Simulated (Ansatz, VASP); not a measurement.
# Pb in VASP and in Ansatz

The input INCAR:

```
PREC = Accurate
ENCUT = 520
EDIFF = 1E-6
ISMEAR = -1
SIGMA = 0.1
LREAL = F
LASPH = T
NELM = 100
ALGO = Normal
ISIF = 2
LWAVE = F
LCHARG = F
GGA = RE
NBANDS = 21
```

KPOINTS

```
Automatic mesh
0
Gamma
  9 9 9
```

POSCAR

```
Pb
1.0
    0.0000000000      3.6167311998      3.6167311998
    3.6167311998      0.0000000000      3.6167311998
    3.6167311998      3.6167311998      0.0000000000
Pb
2
Direct
    0.1250000000      0.1250000000      0.1250000000
    0.8750000000      0.8750000000      0.8750000000
```

Input for Ansatz:

```yaml
crystal:
  lattice:
    - [0.0, 3.6167311998, 3.6167311998]
    - [3.6167311998, 0.0, 3.6167311998]
    - [3.6167311998, 3.6167311998, 0.0]
  atoms:
    - { symbol: Pb, position: [0.125, 0.125, 0.125] }
    - { symbol: Pb, position: [0.875, 0.875, 0.875] }
hamiltonian:
  xc: revpbe
  pseudopotentials:
    kind: paw
    azcp:
      Pb: "pseudopotentials/Pb.paw.azcp"
basis:
  ecutwfc: 420
  fft_grid_basis: typed
kpoints:
  mp_grid: { grid: [9, 9, 9], shift: [0, 0, 0] }
magnetization:
  spin_polarized: false
scf:
  occupations: { method: fermi_dirac, width: 0.1 }
  lower_state_search: "off"
output:
  stress: true
```

Alike in both runs: task single point; functional revPBE; k mesh 9 × 9 × 9; occupations fermi-dirac, width 0.1 eV; no spin polarisation.

|  | VASP | Ansatz |
| --- | --- | --- |
| version | VASP 6.6.1 | Ansatz 0.2.0 |
| potentials or method | VASP PAW PBE potentials, release 64 (Pb_d), cutoff 520 eV | plane waves (420 eV) with PAW, scalar-relativistic |
| valence electrons in the cell | 28 | 28 |

VASP gave:

* pressure (GPa): -0.9

Task: Which values does Ansatz return?

Result: Pressure (GPa): -0.8.

VASP's potentials were made for PBE, not for revPBE. The functional is the same, so the differences come from potentials, cutoffs and numerics.

Neither program's run includes spin-orbit coupling.
